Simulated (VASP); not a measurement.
Here is a VASP 6.6.1 calculation.

The input INCAR:

```
PREC     = Accurate       # precision mode
ENCUT    = 520            # plane-wave cutoff, eV
EDIFF    = 1E-6           # SCF threshold, eV
ISMEAR   = 0              # smearing method
SIGMA    = 0.05           # smearing width, eV
LREAL    = False          # projectors in reciprocal space
LASPH    = True           # aspherical terms in the spheres
NELM     = 80             # most SCF steps
ALGO     = Normal         # electronic algorithm
ISIF     = 2              # what is computed and relaxed
LWAVE    = False          # write WAVECAR
LCHARG   = True           # write CHGCAR
GGA      = CA             # functional
LELF     = True           # ELF
LVHAR    = True         
NBANDS   = 16             # bands
```

The input KPOINTS:

```
Automatic mesh
0
Gamma
  8 8 8
```

The input POSCAR:

```
CdTe
1.0
    0.0000000000      3.2324179400      3.1051084919
    3.1051084919      0.0000000000      3.1051084919
    3.1051084919      3.2324179400      0.0000000000
Cd Te
1 1
Direct
    0.0000000000      0.0000000000      0.0000000000
    0.7500000000      0.7500000000      0.7500000000
```

Potentials or basis: VASP PAW LDA potentials, release 64 (Cd, Te).

The run is started by

```sh
$ cat potpaw_LDA.64/Cd/POTCAR potpaw_LDA.64/Te/POTCAR > POTCAR
$ mpirun -np 1 vasp_std > vasp.out
```

(1) Predict the band gap on the k mesh.

(2) Estimate the pressure.

## Answers

(1) 0.77 eV, direct.

(2) 3.2 GPa.

Caveat: spin-orbit coupling is left out, which moves the levels of the heavy elements.
